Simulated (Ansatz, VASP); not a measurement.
**In3GeO2: VASP beside Ansatz**

INCAR

```
SYSTEM = In3GeO2
PREC = Accurate
ENCUT = 600
EDIFF = 1E-6
ISMEAR = 0
SIGMA = 0.1
LREAL = .FALSE.
LASPH = .TRUE.
NELM = 100
ALGO = Normal
ISIF = 3
LWAVE = .FALSE.
LCHARG = .FALSE.
GGA = PE
IBRION = 2
NSW = 90
EDIFFG = -0.04
```

KPOINTS

```
Automatic mesh
0
G
  6 6 4
  0 0 0
```

The input POSCAR:

```
In3GeO2
1.0
    4.9409128267      0.0000000000      0.0000000000
   -2.4704564134      4.2789560258      0.0000000000
    0.0000000000      0.0000000000      5.7183834164
In Ge O
3 1 2
Direct
    0.3333333333      0.6666666667      0.5639481665
    0.6666666667      0.3333333333      0.5639481665
    0.0000000000      0.0000000000      0.9543635815
    0.0000000000      0.0000000000      0.4231753155
    0.3333333333      0.6666666667      0.9209786750
    0.6666666667      0.3333333333      0.9209786750
```

Input for Ansatz:

```yaml
crystal:
  lattice:
    - [4.9409128267, 0.0, 0.0]
    - [-2.4704564134, 4.2789560258, 0.0]
    - [0.0, 0.0, 5.7183834164]
  atoms:
    - { symbol: In, position: [0.3333333333, 0.6666666667, 0.5639481665] }
    - { symbol: In, position: [0.6666666667, 0.3333333333, 0.5639481665] }
    - { symbol: In, position: [0.0, 0.0, 0.9543635815] }
    - { symbol: Ge, position: [0.0, 0.0, 0.4231753155] }
    - { symbol: O, position: [0.3333333333, 0.6666666667, 0.920978675] }
    - { symbol: O, position: [0.6666666667, 0.3333333333, 0.920978675] }
basis:
  ecutwfc: 420
kpoints:
  mp_grid: { grid: [6, 6, 4] }
hamiltonian:
  xc: pbe
scf:
  occupations: { method: gaussian, width: 0.1 }
  lower_state_search: "off"
output:
  forces: true
  stress: true
  eigenvalues: true
relax:
  adjacent_minimum: "off"
  f_tol: 0.04
  max_steps: 70
  cell: { stress_tol: 0.4 }
```

Alike in both runs: task relaxation of cell and atoms; functional PBE; k mesh 6 × 6 × 4; occupations gaussian, width 0.1 eV; no spin polarisation.

|  | VASP | Ansatz |
| --- | --- | --- |
| version | VASP 6.6.1 | Ansatz 0.2.0 |
| potentials or method | VASP PAW PBE potentials, release 64 (In_d, Ge_d, O), cutoff 600 eV | scalar-relativistic, plane waves, PAW |
| valence electrons in the cell | 65 | 65 |

```csv
,VASP,Ansatz,Ansatz less VASP
"gap on the k mesh at the Fermi level, each at its own relaxed structure (eV)",none,none,-
relaxed volume (Å³/atom),19.95,20.15,+0.198
relaxed cell length with the largest relative difference (Å),4.918,4.941,+0.0228
```

A gap of «none» marks a metal or a gap that the smearing closes.
